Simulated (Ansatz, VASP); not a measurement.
## CO2: VASP beside Ansatz

```
O C
1.0
     2.63591   -2.38738    0.00000
     2.63591    2.38738    0.00000
     0.00000    0.00000    6.58717
O C
4 2
Direct
  0.30651 0.69349 0.60816
  0.69349 0.30651 0.39184
  0.19349 0.80651 0.10816
  0.80651 0.19349 0.89184
  0.50000 0.50000 0.50000
  0.00000 0.00000 0.00000
```

Alike in both runs: functional LDA; k mesh 8 × 8 × 4; no spin polarisation.

|  | VASP | Ansatz |
| --- | --- | --- |
| version | VASP 6.6.1 | Ansatz 0.2.0 |
| potentials or method | VASP PAW LDA potentials, release 64 (O, C) | Ansatz PAW |
| plane-wave cutoff (eV) | 520 | 420 |
| occupations | gaussian, width 0.01 eV | fixed |
| valence electrons in the cell | 32 | 32 |
| task | single point | band structure |

|  | VASP | Ansatz | Ansatz less VASP |
| --- | --- | --- | --- |
| gap on the k mesh at the Fermi level (eV) | 6.30 | 6.33 | +0.029 |
| least direct gap on the mesh (eV) | 6.88 | 6.91 | +0.030 |
| pressure (GPa) | -0.8 | -2.8 | -1.97 |
| traceless stress, the component that is largest in VASP (GPa) | 0.65 | -1.40 | -2.044 |
| rms of the force components (eV/Å) | 0.093 | 0.270 | +0.1770 |

LDA's correlation is that of Perdew and Zunger in VASP and of Perdew and Wang (1992) in Ansatz. Atom by atom the forces differ by 0.362 eV/Å (rms over components). One of these differences is far larger than is usual between the two programs; its cause wasn't traced.

Noted on VASP's run: the standard files for N, O and F lose accuracy on very short bonds.
